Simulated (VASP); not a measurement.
Write the native input for VASP 6.6.1 that does the following.

- Task: single point
- Functional: PBE
- Potentials or basis: VASP PAW PBE potentials, release 64 (Ag, Sb)
- Cutoff: 520 eV
- k mesh: 8 × 8 × 5
- Occupations: fermi-dirac, width 0.0273 eV
- Spin: no spin polarisation
- Dipole correction: no
- Further INCAR settings: ALGO = Normal; EDIFF = 1e-06; NBANDS = 36

The structure of Ag2Sb lies in POSCAR:

```
Ag2Sb
1.0
    4.2870480000      0.0000000000      0.0000000000
    0.0000000000      4.2870480000      0.0000000000
    0.0000000000      0.0000000000      6.5413760000
Ag Sb
4 2
Direct
    0.0000000000      0.0000000000      0.0000000000
    0.5000000000      0.5000000000      0.0000000000
    0.5000000000      0.0000000000      0.2873145417
    0.0000000000      0.5000000000      0.7126854583
    0.5000000000      0.0000000000      0.7014495893
    0.0000000000      0.5000000000      0.2985504107
```

These files were run (other wordings do the same):

INCAR

```
SYSTEM = Ag2Sb
PREC = Accurate
ENCUT = 520
EDIFF = 1E-6
ISMEAR = -1
SIGMA = 0.0273
LREAL = .FALSE.
LASPH = .TRUE.
NELM = 60
ALGO = Normal
ISIF = 2
LWAVE = .FALSE.
LCHARG = .FALSE.
GGA = PE
NBANDS = 36
```

KPOINTS

```
Automatic mesh
0
G
  8 8 5
  0 0 0
```

Potentials or basis: VASP PAW PBE potentials, release 64 (Ag, Sb).

Command:

```sh
$ cat potpaw_PBE.64/Ag/POTCAR potpaw_PBE.64/Sb/POTCAR > POTCAR
$ mpirun -np 1 vasp_std > vasp.out
```

Results of the run:

```yaml
Pressure: 6.8 GPa
Largest_force: 0.027 eV/Å
Band_gap_on_the_k_mesh: zero (band 27 reaches 10.10 eV, above the bottom of band 28 at 6.50 eV)
```

Caveat: spin-orbit coupling is left out, which moves the levels of the heavy elements.

Wall time 2.3 min on 1 thread of Oxide Virtual Turin-like Processor, with other jobs on the host, peak memory 0.28 GiB.
